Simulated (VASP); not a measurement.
S, 1 atom in the cell. It takes space group I4/mmm (No. 139, tetragonal). The conventional cell has a = 2.736 Å, b = 2.736 Å, c = 3.989 Å, α = 90.00°, β = 90.00°, γ = 90.00°. S (site symmetry 4/mmm) has 12 S at 2.74 to 2.78 Å within 3.6 Å.  This cell differs from its parent crystal: strain -0.030 along x and y, +0.000 along z.

| Item | Value |
| --- | --- |
| Program | VASP 6.6.1 |
| Task | single point |
| Functional | LDA |
| Potentials or basis | VASP PAW LDA potentials, release 64 (S) |
| Cutoff | 520 eV |
| k mesh | 20 × 20 × 20 |
| Occupations | gaussian, width 0.15 eV |
| Spin | no spin polarisation |
| Dipole correction | no |
| Further INCAR settings | ALGO = Normal; EDIFF = 1e-06; NBANDS = 9 |

Potentials or basis: VASP PAW LDA potentials, release 64 (S).

Command:

```console
$ cat potpaw_LDA.64/S/POTCAR > POTCAR
$ mpirun -np 1 vasp_std > vasp.out
```

Hardware: 1 thread of Intel Xeon 8259CL, on a shared host.

**Question.** How long does it take, and how much memory?

**Answer.** Wall time 57 s on 1 thread of Intel Xeon 8259CL, on a shared host, peak memory 0.18 GiB. Counts: scf iterations 9, k points 641.
